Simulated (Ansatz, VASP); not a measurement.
## Two plane-wave programs on Mg

```xyz
1
Lattice="-1.7792 1.7792 1.7792 1.7792 -1.7792 1.7792 1.7792 1.7792 -1.7792" Properties=species:S:1:pos:R:3 pbc="T T T"
Mg    0.0000    0.0000    0.0000
```

Alike in both runs: functional PBEsol; k mesh 16 × 16 × 16; occupations gaussian, width 0.1 eV; no spin polarisation.

Ansatz relaxed the structure, and its values are those at the end. VASP's run is a single point on that final structure, the one shown.

```csv
,VASP,Ansatz
version,VASP 6.6.1,Ansatz 0.2.0
potentials or method,"VASP PAW PBE potentials, release 64 (Mg), cutoff 600 eV","scalar-relativistic, plane waves, PAW"
valence electrons in the cell,2,10
```

|  | VASP | Ansatz | Ansatz less VASP |
| --- | --- | --- | --- |
| gap on the k mesh at the Fermi level (eV) | none | none | - |
| pressure (GPa) | -0.1 | 0.0 | +0.05 |

VASP's potentials were made for PBE, not for PBEsol. A gap of «none» marks a metal or a gap that the smearing closes. VASP's potentials hold 2 valence electrons a cell and Ansatz's 10, so a difference there can come from the potentials and not from the codes.
